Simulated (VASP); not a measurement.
# Na: electric field gradients with PBEsol

Na:

```
CELL_PARAMETERS angstrom
-2.12507 2.10403 2.10403
2.10403 -2.12507 2.10403
2.10403 2.10403 -2.12507
ATOMIC_POSITIONS crystal
Na 0.00000 0.00000 0.00000
```

This cell differs from its parent crystal: equal xy, yz and zx shear strains of -1 %.

```yaml
Program: VASP 6.6.1
Task: electric field gradients
Functional: PBEsol
Potentials_or_basis: VASP PAW PBE potentials, release 64 (Na_pv)
Cutoff: 520 eV
k_mesh: 12 × 12 × 12
Occupations: fermi-dirac, width 0.05 eV
Spin: no spin polarisation
Dipole_correction: no
Further_INCAR_settings: ALGO = Normal; EDIFF = 1e-08; NBANDS = 10
```

```
Pressure : -0.2 GPa
```

Levels at points of the mesh, in eV from the Fermi level:
```
           k point  band 1  band 2  band 3  band 4  band 5  band 6  band 7
(0.00, 0.00, 0.00)  -24.75  -24.75  -24.75   -3.23   11.69   11.74   11.74
(0.50, 0.00, 0.00)  -24.79  -24.77  -24.75    0.82    1.30    8.19    9.11
(0.50, 0.50, 0.00)  -24.79  -24.76  -24.75    0.75    1.21    8.24    9.08
(0.50, 0.50, 0.50)  -24.78  -24.78  -24.78    4.54    4.54    4.89    4.92
```

Wall time 84 s on 1 thread of Intel Xeon 8259CL, with other jobs on the host, peak memory 0.19 GiB.

Caveat: the cell differs from its parent crystal (equal xy, yz and zx shear strains of -1 %); without QUAD_EFG the Cq values of the log hold for a quadrupole moment of 1 mb, not for the nuclei; the PAW data sets were made with another functional, which shifts forces and pressure a little.
